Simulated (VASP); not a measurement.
Input of a VASP 6.6.1 run:

INCAR

```
ALGO = Normal
EDIFF = 1E-6
ENCUT = 520
GGA = PE
ISIF = 2
ISMEAR = -1
LASPH = T
LCHARG = F
LREAL = F
LWAVE = F
NBANDS = 10
NELM = 80
PREC = Accurate
SIGMA = 0.05
```

KPOINTS

```
k-points
0
Gamma
  12 13 11
```

The input POSCAR:

```
Ir
1.0
    0.0644692700      1.8373557400      1.7560488600
    1.9418131400      0.0774349900      1.7430831500
    2.1728248700      2.0554017600     -0.1535767500
Ir
1
Direct
    0.0000000000      0.0000000000      0.0000000000
```

Potentials or basis: VASP PAW PBE potentials, release 64 (Ir).

The run is started by

```bash
$ cat potpaw_PBE.64/Ir/POTCAR > POTCAR
$ mpirun -np 1 vasp_std > vasp.out
```

(1) Predict the pressure.

(2) Estimate the band gap on the k mesh.

## Answers

(1) 29.4 GPa.

(2) zero (an odd number of electrons rules out a gap without spin polarisation).

Caveat: the cell stands under pressure; spin-orbit coupling is left out, which moves the levels of the heavy elements.
